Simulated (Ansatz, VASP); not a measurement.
# C3N4: VASP beside Ansatz

```
C N
1.0
     2.37785    1.37285    3.40040
    -2.37785    1.37285    3.40040
     0.00000   -2.74571    3.40040
C N
3 4
Direct
  0.49031 0.49031 0.01886
  0.49031 0.01886 0.49031
  0.01886 0.49031 0.49031
  0.66045 0.16970 0.16970
  0.16970 0.16970 0.66045
  0.66568 0.66568 0.66568
  0.16970 0.66045 0.16970
```

Alike in both runs: functional PBEsol; k mesh 6 × 6 × 6; occupations gaussian, width 0.02 eV; no spin polarisation.

Ansatz relaxed the structure, and its values are those at the end. VASP's run is a single point on that final structure, the one shown.

```csv
,VASP,Ansatz
version,VASP 6.6.1,Ansatz 0.2.0
potentials or method,"VASP PAW PBE potentials, release 64 (C, N), cutoff 520 eV","scalar-relativistic, plane waves, PAW"
valence electrons in the cell,32,32
```

```csv
,VASP,Ansatz,Ansatz less VASP
gap on the k mesh at the Fermi level (eV),1.24,1.27,+0.028
least direct gap on the mesh (eV),1.24,1.27,+0.028
pressure (GPa),0.7,0.0,-0.68
rms of the force components (eV/Å),0.044,0.000,-0.0442
```

VASP's potentials were made for PBE, not for PBEsol. The functional is the same, so the differences come from potentials, cutoffs and numerics.
